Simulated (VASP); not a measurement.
Wanted: the native input for a VASP 6.6.1 run.

```
Task                   : single point
Functional             : LDA
Potentials or basis    : VASP PAW PBE potentials, release 64 (Eu)
Cutoff                 : 520 eV
k mesh                 : 11 × 11 × 11
Occupations            : fermi-dirac, width 0.3 eV
Spin                   : collinear spin, ferromagnetic start
Starting moments       : [6.925] μB
Dipole correction      : no
Further INCAR settings : ALGO = Normal; EDIFF = 1e-07; NBANDS = 18
```

The structure of Eu lies in POSCAR:

```
Eu
1.0
   -2.0544259245      2.0544259245      2.0544259245
    2.0544259245     -2.0544259245      2.0544259245
    2.0544259245      2.0544259245     -2.0544259245
Eu
1
Direct
    0.0000000000      0.0000000000      0.0000000000
```

One way to write it, as run:

INCAR

```
PREC = Accurate ; ENCUT = 520
EDIFF = 1E-7 ; ISMEAR = -1
SIGMA = 0.3 ; LREAL = F
LASPH = T ; NELM = 150
ALGO = Normal ; ISIF = 2
LWAVE = F ; LCHARG = F
ISPIN = 2 ; MAGMOM = 6.925
LORBIT = 11 ; LMAXMIX = 6
GGA = CA ; NBANDS = 18
```

KPOINTS

```
Automatic mesh
0
Gamma
  11 11 11
```

Potentials or basis: VASP PAW PBE potentials, release 64 (Eu).

Command:

```sh
$ cat potpaw_PBE.64/Eu/POTCAR > POTCAR
$ mpirun -np 1 vasp_std > vasp.out
```

It gave:

```yaml
Pressure: 0.1 GPa
Net_moment: 7.14 μB per cell
Site_moments: Eu +6.60 μB
Valence_electrons_inside_the_program's_atomic_spheres: Eu 14.68
```

Caveat: so wide a smearing shifts energies and pressures; the PAW data sets were made with another functional, which shifts forces and pressure a little.

Run time: 64 s on 1 thread of Intel(R) Xeon(R) 6975P-C (Granite Rapids), on a shared host, peak memory 0.2 GiB.
